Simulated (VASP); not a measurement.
Wanted: the native input for a VASP 6.6.1 run.

| Item | Value |
| --- | --- |
| Task | single point |
| Functional | RPBE |
| Potentials or basis | VASP PAW PBE potentials, release 64 (Zr_sv) |
| Cutoff | 520 eV |
| k mesh | 13 × 13 × 7 |
| Occupations | fermi-dirac, width 0.1 eV |
| Spin | no spin polarisation |
| Dipole correction | no |
| Further INCAR settings | ALGO = Normal; EDIFF = 1e-06; NBANDS = 19 |

The structure of Zr lies in POSCAR:

```
Zr
1.0
   -1.8456144968      2.2480493711      1.6480701314
    2.2480493711     -1.8456144968      1.6480701314
    3.7268890188      3.7268890188     -0.9110099221
Zr
2
Direct
    0.0416033148      0.9583966852      1.0000000000
    0.7083966852      0.2916033148      0.5000000000
```

One way to write it, as run:

INCAR

```
SYSTEM = Zr
PREC     = Accurate       ! precision mode
ENCUT    = 520            ! plane-wave cutoff, eV
EDIFF    = 1E-6           ! SCF threshold, eV
ISMEAR   = -1             ! smearing method
SIGMA    = 0.1            ! smearing width, eV
LREAL    = .FALSE.        ! projectors in reciprocal space
LASPH    = .TRUE.         ! aspherical terms in the spheres
NELM     = 100            ! most SCF steps
ALGO     = Normal         ! electronic algorithm
ISIF     = 2              ! what is computed and relaxed
LWAVE    = .FALSE.        ! write WAVECAR
LCHARG   = .TRUE.         ! write CHGCAR
GGA      = RP             ! functional
LELF     = .TRUE.         ! ELF
LVHAR    = .TRUE.       
NBANDS   = 19             ! bands
```

KPOINTS

```
regular mesh
0
G
  13 13 7
  0 0 0
```

Potentials or basis: VASP PAW PBE potentials, release 64 (Zr_sv).

Command:

```sh
$ cat potpaw_PBE.64/Zr_sv/POTCAR > POTCAR
$ mpirun -np 1 vasp_std > vasp.out
```

It gave:

```json
{
 "Pressure": "-6.0 GPa",
 "Band gap on the k mesh": "zero (bands 12 and 13 overlap by 1.13 eV)"
}
```

Caveat: the cell stands under tension; the PAW data sets were made with another functional, which shifts forces and pressure a little.

Run time: 11 min on 1 thread of Intel Xeon 8259CL, with other jobs on the host, peak memory 0.34 GiB.
